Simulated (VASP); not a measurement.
Ru, 1 atom in the cell. It takes space group I4/mmm (No. 139, tetragonal). The conventional cell has a = 2.708 Å, b = 2.708 Å, c = 3.715 Å, α = 90.00°, β = 90.00°, γ = 90.00°. Within 3.5 Å of Ru (site symmetry 4/mmm) lie 12 Ru at 2.67 to 2.71 Å.  This cell differs from its parent crystal: strain +0.000 along x and y, -0.030 along z.

```yaml
Program: VASP 6.6.1
Task: single point
Functional: LDA
Potentials_or_basis: VASP PAW LDA potentials, release 64 (Ru_pv)
Cutoff: 520 eV
k_mesh: 22 × 22 × 22
Occupations: gaussian, width 0.15 eV
Spin: no spin polarisation
Dipole_correction: no
Further_INCAR_settings: ALGO = Fast; EDIFF = 1e-06; NBANDS = 13
```

Potentials or basis: VASP PAW LDA potentials, release 64 (Ru_pv).

The run is started by

```bash
$ cat potpaw_LDA.64/Ru_pv/POTCAR > POTCAR
$ mpirun -np 1 vasp_std > vasp.out
```

Hardware: 1 thread of Intel(R) Xeon(R) 6975P-C (Granite Rapids) (shared host).

Q: How long does it take, and how much memory?

A: Wall time 48 s on 1 thread of Intel(R) Xeon(R) 6975P-C (Granite Rapids) (shared host), peak memory 0.23 GiB. Counts: scf iterations 12, k points 834.
